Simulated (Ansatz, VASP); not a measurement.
## FePt2: VASP beside Ansatz

```
CELL_PARAMETERS angstrom
2.75307 0.00000 0.00000
-1.37654 2.38423 0.00000
0.00000 0.00000 13.26417
ATOMIC_POSITIONS crystal
Fe 0.33333 0.66667 0.08333
Fe 0.66667 0.33333 0.91667
Pt 0.33333 0.66667 0.41667
Pt 0.33333 0.66667 0.75000
Pt 0.66667 0.33333 0.25000
Pt 0.66667 0.33333 0.58333
```

Alike in both runs: task single point; functional PBE; k mesh 6 × 6 × 2; occupations gaussian, width 0.1 eV; collinear spin.

```csv
,VASP,Ansatz
version,VASP 6.6.1,Ansatz 0.2.0
potentials or method,"VASP PAW PBE potentials, release 64 (Fe, Pt), cutoff 520 eV","scalar-relativistic, plane waves, PAW"
valence electrons in the cell,56,104
```

Ansatz gave:

| Property | Result |
| --- | --- |
| gap on the k mesh at the Fermi level (eV) | none |
| pressure (GPa) | 6.1 |
| traceless stress, the component that is largest in VASP (GPa) | 8.58 |
| rms of the force components (eV/Å) | 0.750 |
| net moment per atom (μB) | 0.00 |
| size of the moment on the site where the two differ most (μB) | 2.85 |

**Question.** Which values does VASP return?

**Answer.** gap on the k mesh at the Fermi level (eV): none; pressure (GPa): 5.7; traceless stress, the component that is largest in VASP (GPa): 8.52; rms of the force components (eV/Å): 0.742; net moment per atom (μB): 0.00; size of the moment on the site where the two differ most (μB): 2.82.

Site moments also hang on the region over which each program counts them. Atom by atom the forces differ by 0.011 eV/Å (rms over components). A gap of «none» marks a metal or a gap that the smearing closes. The functional is the same, so the differences come from potentials, cutoffs and numerics. VASP's potentials hold 56 valence electrons a cell and Ansatz's 104, so a difference there can come from the potentials and not from the codes.

The k mesh is coarse, so the values compare programs but aren't converged. Neither program's run includes spin-orbit coupling.
